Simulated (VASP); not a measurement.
Crystal: Ti3Se.

```xyz
4
Lattice="3.2186 0.0000 0.0000 -1.6093 2.7874 0.0000 0.0000 0.0000 7.9953" Properties=species:S:1:pos:R:3 pbc="T T T"
Se    0.0000    0.0000    0.0000
Ti    1.6093    0.9291    3.9977
Ti    0.0000    1.8583    6.1796
Ti    0.0000    1.8583    1.8157
```

Base run:

| Property | Result |
| --- | --- |
| Program | VASP 6.6.1 |
| Functional | r2SCAN |
| Potentials or basis | VASP PAW PBE potentials, release 64 (Se, Ti_sv) |
| Cutoff | 520 eV |
| k mesh | 10 × 10 × 4 |
| Occupations | fermi-dirac, width 0.05 eV |
| Spin | no spin polarisation |

Its results: band gap on the k mesh zero (band 21 reaches 8.37 eV, above the bottom of band 22 at 7.73 eV); pressure -2.6 GPa; largest force 0.104 eV/Å.

Q: The run is repeated on the same cell with these changes: functional from r2SCAN to PBE; further incar settings from ALGO = Normal; EDIFF = 1e-06; NBANDS = 29 to ALGO = Normal; EDIFF = 1e-07; NBANDS = 29. What comes out?

A: Band gap on the k mesh zero (band 21 reaches 8.24 eV, above the bottom of band 22 at 7.69 eV); pressure -2.0 GPa; largest force 0.014 eV/Å.

Caveats: the PAW data sets were made with another functional, which shifts forces and pressure a little (some runs).
